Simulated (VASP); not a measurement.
# RbBr (F-43m) in VASP: a series of runs

RbBr is run at these levels: PBEsol; tasks: single point.

Program: VASP 6.6.1. These are calculated values, not measurements. Logs are shortened: lines on timing, memory, paths and dates and some standing lists are left out, and cuts for length are marked.

### 1 The cell of the first run

It takes space group F-43m (No. 216, cubic). The conventional cell has a = 7.739 Å, b = 7.739 Å, c = 7.739 Å, α = 90.00°, β = 90.00°, γ = 90.00°. Within 4.4 Å of Rb (site symmetry -43m) lie 4 Br at 3.35 Å. Within 4.4 Å of Br (site symmetry -43m) lie 4 Rb at 3.35 Å.

### 2 Single point, PBEsol

Contents of INCAR:

```
PREC = Accurate
ENCUT = 500
EDIFF = 1E-6
ISMEAR = 0
SIGMA = 0.05
LREAL = False
LASPH = True
NELM = 120
ALGO = Normal
ISIF = 2
LWAVE = False
LCHARG = False
GGA = PS
NBANDS = 15
GGA_COMPAT = False
```

Contents of KPOINTS:

```
regular mesh
0
Gamma
  4 4 4
```

Contents of POSCAR:

```
RbBr
1.0
    0.0000000000      3.8694968646      3.8694968646
    3.8694968646      0.0000000000      3.8694968646
    3.8694968646      3.8694968646      0.0000000000
Rb Br
1 1
Direct
    0.0000000000      0.0000000000      0.0000000000
    0.2500000000      0.2500000000      0.2500000000
```

Potentials or basis: VASP PAW PBE potentials, release 64 (Rb_sv, Br).

Run with:

```
$ cat potpaw_PBE.64/Rb_sv/POTCAR potpaw_PBE.64/Br/POTCAR > POTCAR
$ mpirun -np 1 vasp_std > vasp.out
```

OUTCAR:

```text
PREC = Accurate
   ENCUT = 500
   EDIFF = 1E-6
   ISMEAR = 0
   LREAL = False
   LASPH = True
   NELM = 120
   ISIF = 2
   GGA = PS

 ion  position               nearest neighbor table
   1  0.000  0.000  0.000-   2 3.35   2 3.35   2 3.35   2 3.35
   2  0.250  0.250  0.250-   1 3.35   1 3.35   1 3.35   1 3.35

  LATTYP: Found a face centered cubic cell.
 ALAT       =     7.7389937292

  Lattice vectors:

 A1 = (   0.0000000000,   3.8694968646,   3.8694968646)
 A2 = (   3.8694968646,   0.0000000000,   3.8694968646)
 A3 = (   3.8694968646,   3.8694968646,   0.0000000000)

Analysis of symmetry for initial positions (statically):
=====================================================================
 Subroutine PRICEL returns:
 Original cell was already a primitive cell.

 Routine SETGRP: Setting up the symmetry group for a
 face centered cubic supercell.

 Subroutine GETGRP returns: Found 24 space group operations
 (whereof 24 operations were pure point group operations)
 out of a pool of 48 trial point group operations.

The static configuration has the point symmetry T_d .

Analysis of symmetry for dynamics (positions and initial velocities):
=====================================================================
 Subroutine PRICEL returns:
 Original cell was already a primitive cell.

 Routine SETGRP: Setting up the symmetry group for a
 face centered cubic supercell.

 Subroutine GETGRP returns: Found 24 space group operations
 (whereof 24 operations were pure point group operations)
 out of a pool of 48 trial point group operations.

The dynamic configuration has the point symmetry T_d .

 Subroutine INISYM returns: Found 24 space group operations
 (whereof 24 operations are pure point group operations),
 and found     1 'primitive' translations

----------------------------------------------------------------------------------------

                                     Primitive cell

  volume of cell :     115.8760

  direct lattice vectors                    reciprocal lattice vectors
     0.000000000  3.869496865  3.869496865    -0.129215766  0.129215766  0.129215766
     3.869496865  0.000000000  3.869496865     0.129215766 -0.129215766  0.129215766
     3.869496865  3.869496865  0.000000000     0.129215766  0.129215766 -0.129215766

  length of vectors
     5.472294945  5.472294945  5.472294945     0.223808271  0.223808271  0.223808271

  position of ions in fractional coordinates (direct lattice)
     0.000000000  0.000000000  0.000000000
     0.250000000  0.250000000  0.250000000

  ion indices of the primitive-cell ions
   primitive index   ion index
                 1           1
                 2           2

[... 68 lines left out ...]
   EFERMI =   0.00;   METHOD = LEGACY
   ISMEAR =     0;   SIGMA  =   0.05  broadening in eV -4-tet -1-fermi 0-gaus
   EFERMI_NEDOS =   21; number of points for ismear=-14 and -15
   IALGO  =     38    algorithm
   IMIX   =      4    mixing-type and parameters
     AMIX     =   0.40;   BMIX     =  1.00
     AMIX_MAG =   1.60;   BMIX_MAG =  1.00
  volume/ion in A,a.u.               =      57.94       390.98
  Fermi-wavevector in a.u.,A,eV,Ry     =   0.846156  1.599003  9.741494  0.715980
  Thomas-Fermi vector in A             =   1.961458
   LORBIT       =      0    0 simple, 1 ext, 2 COOP (PROOUT), +10 PAW based schemes
   GGA     = PS    functional components
   LHFCALC =     F    Hartree Fock is set to
   AEXX    =    0.0000 exact exchange contribution
   IVDW    =     0    specifies the selected vdW correction
   LEPSILON=     F    determine dielectric tensor
   LRPA    =     F    only Hartree local field effects (RPA)
 non-spin polarized calculation
 Gauss-broadening in eV      SIGMA  =   0.05
  energy-cutoff  :      500.00
  volume of cell :      115.88
 maximum number of plane-waves:      2954
   NGX = 19   NGY = 19   NGZ = 19

 number of electron      15.9999998 magnetization

 Free energy of the ion-electron system (eV)
  ---------------------------------------------------
  ext. energy  EPLUGINS =         0.00000000
  ---------------------------------------------------
  free energy    TOTEN  =        -6.12683809 eV

  energy without entropy =       -6.12683809  energy(sigma->0) =       -6.12683809

 E-fermi :  -2.8134     XC(G=0):  -5.7536

 val. band max:       -3.1381214146   @ k =   0.5000   0.5000   0.0000
 cond. band min:       0.9785843325   @ k =   0.0000   0.0000   0.0000
 fundamental gap:      4.1167057471
 Fermi energy:        -2.8133919217

 k-point     1 :       0.0000    0.0000    0.0000
  band No.  band energies     occupation
      1     -27.6927      2.00000
      2     -15.0135      2.00000
      3     -11.8102      2.00000
      4     -11.8102      2.00000
      5     -11.8102      2.00000
      6      -3.2291      2.00000
      7      -3.2291      2.00000
      8      -3.2291      2.00000
      9       0.9786      0.00000
     10       5.0072      0.00000
     11       5.0072      0.00000
     12       6.0038      0.00000
     13       6.0038      0.00000
     14       6.0038      0.00000
[... 113 lines left out ...]
      2     -15.0719      2.00000
      3     -11.8516      2.00000
      4     -11.8405      2.00000
      5     -11.7074      2.00000
      6      -3.3985      2.00000
      7      -3.2800      2.00000
      8      -3.1391      2.00000
      9       2.9928      0.00000
     10       3.6082      0.00000
     11       5.2354      0.00000
     12       5.3944      0.00000
     13       5.6383      0.00000
     14       5.8823      0.00000
     15       6.8736      0.00000

------------------------ aborting loop because EDIFF is reached ----------------------------------------

  FORCE on cell =-STRESS in cart. coord.  units (eV):
  Direction    XX          YY          ZZ          XY          YZ          ZX
  --------------------------------------------------------------------------------------
  -------------------------------------------------------------------------------------
  Total       -0.2125134     -0.2125134     -0.2125134     -0.0000000      0.0000000      0.0000000
  in kB       -2.9383488     -2.9383488     -2.9383488     -0.0000000      0.0000000      0.0000000
  external PRESSURE =      -2.9383488 kB  Pullay stress =       0.0000000 kB

 VOLUME and BASIS-vectors are now :
 -----------------------------------------------------------------------------
  energy-cutoff  :      500.00
  volume of cell :      115.88
      direct lattice vectors                 reciprocal lattice vectors
     0.000000000  3.869496865  3.869496865    -0.129215766  0.129215766  0.129215766
     3.869496865  0.000000000  3.869496865     0.129215766 -0.129215766  0.129215766
     3.869496865  3.869496865  0.000000000     0.129215766  0.129215766 -0.129215766

 POSITION                                       TOTAL-FORCE (eV/Angst)
 -----------------------------------------------------------------------------------
      0.00000      0.00000      0.00000         0.000000      0.000000     -0.000000
      1.93475      1.93475      1.93475        -0.000000     -0.000000      0.000000
 -----------------------------------------------------------------------------------
    total drift:                               -0.000000     -0.000000     -0.000000

  FREE ENERGIE OF THE ION-ELECTRON SYSTEM (eV)
  ---------------------------------------------------
  free  energy   TOTEN  =        -6.1268380863 eV

  energy  without entropy=       -6.1268380863  energy(sigma->0) =       -6.12683809
```

stdout:

```text
POSCAR found type information on POSCAR RbBr
 POSCAR found :  2 types and       2 ions
 scaLAPACK will be used
 -----------------------------------------------------------------------------
|                                                                             |
|                                                                             |
|     You enforced a specific xc type in the INCAR file but a different       |
|     I HOPE YOU KNOW WHAT YOU ARE DOING!                                     |
|                                                                             |
 -----------------------------------------------------------------------------

 LDA part: xc-table for (Slater+PW92), standard interpolation
 POSCAR, INCAR and KPOINTS ok, starting setup
 FFT: planning ... GRIDC
 FFT: planning ... GRID_SOFT
 FFT: planning ... GRID
 WAVECAR not read
 entering main loop
```

Wall time 33 s (1 thread of Intel Xeon 8259CL, shared host); peak memory 0.23 GiB.

Results:

```
Free energy            : -6.1268 eV
Pressure               : -0.3 GPa
Band gap on the k mesh : 4.12 eV, indirect (least direct gap 4.21 eV)
```

Caveat: the PAW data sets were made with another functional, which shifts forces and pressure a little.

### 3 Single point, PBEsol

Contents of INCAR:

```
PREC = Accurate ; ENCUT = 500
EDIFF = 1E-6 ; ISMEAR = -5
SIGMA = 0.1 ; LREAL = F
LASPH = T ; NELM = 120
ALGO = Normal ; ISIF = 2
LWAVE = F ; LCHARG = F
GGA = PS ; NBANDS = 15
GGA_COMPAT = F
```

Contents of KPOINTS:

```
Automatic mesh
0
Gamma
  4 4 4
```

POSCAR is that of step 2.

Potentials or basis: VASP PAW PBE potentials, release 64 (Rb_sv, Br).

Run with:

```
$ cat potpaw_PBE.64/Rb_sv/POTCAR potpaw_PBE.64/Br/POTCAR > POTCAR
$ mpirun -np 1 vasp_std > vasp.out
```

OUTCAR:

```text
PREC = Accurate
   ENCUT = 500
   EDIFF = 1E-6
   ISMEAR = -5
   LREAL = F
   LASPH = T
   NELM = 120
   ISIF = 2
   GGA = PS

 ion  position               nearest neighbor table
   1  0.000  0.000  0.000-   2 3.35   2 3.35   2 3.35   2 3.35
   2  0.250  0.250  0.250-   1 3.35   1 3.35   1 3.35   1 3.35

  LATTYP: Found a face centered cubic cell.
 ALAT       =     7.7389937292

  Lattice vectors:

 A1 = (   0.0000000000,   3.8694968646,   3.8694968646)
 A2 = (   3.8694968646,   0.0000000000,   3.8694968646)
 A3 = (   3.8694968646,   3.8694968646,   0.0000000000)

Analysis of symmetry for initial positions (statically):
=====================================================================
 Subroutine PRICEL returns:
 Original cell was already a primitive cell.

 Routine SETGRP: Setting up the symmetry group for a
 face centered cubic supercell.

 Subroutine GETGRP returns: Found 24 space group operations
 (whereof 24 operations were pure point group operations)
 out of a pool of 48 trial point group operations.

The static configuration has the point symmetry T_d .

[... 156 lines left out ...]
      3     -11.8102      2.00000
      4     -11.8102      2.00000
      5     -11.8102      2.00000
      6      -3.2291      2.00000
      7      -3.2291      2.00000
      8      -3.2291      2.00000
      9       0.9786      0.00000
     10       5.0072      0.00000
     11       5.0072      0.00000
     12       6.0038      0.00000
     13       6.0038      0.00000
     14       6.0038      0.00000
[... 113 lines left out ...]
      2     -15.0719      2.00000
      3     -11.8516      2.00000
      4     -11.8405      2.00000
      5     -11.7074      2.00000
      6      -3.3985      2.00000
      7      -3.2800      2.00000
      8      -3.1391      2.00000
      9       2.9928      0.00000
     10       3.6082      0.00000
     11       5.2354      0.00000
     12       5.3944      0.00000
     13       5.6383      0.00000
     14       5.8823      0.00000
     15       6.8736      0.00000

------------------------ aborting loop because EDIFF is reached ----------------------------------------

  FORCE on cell =-STRESS in cart. coord.  units (eV):
  Direction    XX          YY          ZZ          XY          YZ          ZX
  --------------------------------------------------------------------------------------
  -------------------------------------------------------------------------------------
  Total       -0.2125134     -0.2125134     -0.2125134      0.0000000      0.0000000      0.0000000
  in kB       -2.9383488     -2.9383488     -2.9383488      0.0000000      0.0000000      0.0000000
  external PRESSURE =      -2.9383488 kB  Pullay stress =       0.0000000 kB

 VOLUME and BASIS-vectors are now :
 -----------------------------------------------------------------------------
  energy-cutoff  :      500.00
  volume of cell :      115.88
      direct lattice vectors                 reciprocal lattice vectors
     0.000000000  3.869496865  3.869496865    -0.129215766  0.129215766  0.129215766
     3.869496865  0.000000000  3.869496865     0.129215766 -0.129215766  0.129215766
     3.869496865  3.869496865  0.000000000     0.129215766  0.129215766 -0.129215766

 POSITION                                       TOTAL-FORCE (eV/Angst)
 -----------------------------------------------------------------------------------
      0.00000      0.00000      0.00000         0.000000      0.000000      0.000000
      1.93475      1.93475      1.93475        -0.000000     -0.000000     -0.000000
 -----------------------------------------------------------------------------------
    total drift:                               -0.000000     -0.000000     -0.000000

  FREE ENERGIE OF THE ION-ELECTRON SYSTEM (eV)
  ---------------------------------------------------
  free  energy   TOTEN  =        -6.1268380863 eV

  energy  without entropy=       -6.1268380863  energy(sigma->0) =       -6.12683809
```

stdout:

```text
POSCAR found type information on POSCAR RbBr
 POSCAR found :  2 types and       2 ions
 scaLAPACK will be used
 -----------------------------------------------------------------------------
|                                                                             |
|                                                                             |
|     You enforced a specific xc type in the INCAR file but a different       |
|     I HOPE YOU KNOW WHAT YOU ARE DOING!                                     |
|                                                                             |
 -----------------------------------------------------------------------------

 LDA part: xc-table for (Slater+PW92), standard interpolation
 POSCAR, INCAR and KPOINTS ok, starting setup
 FFT: planning ... GRIDC
 FFT: planning ... GRID_SOFT
 FFT: planning ... GRID
 WAVECAR not read
 entering main loop
```

Wall time 31 s (1 thread of Intel Xeon 8259CL, shared host); peak memory 0.23 GiB.

Results:

```
Free energy            : -6.1268 eV
Pressure               : -0.3 GPa
Band gap on the k mesh : 4.12 eV, indirect (least direct gap 4.21 eV)
```

Caveat: the PAW data sets were made with another functional, which shifts forces and pressure a little.
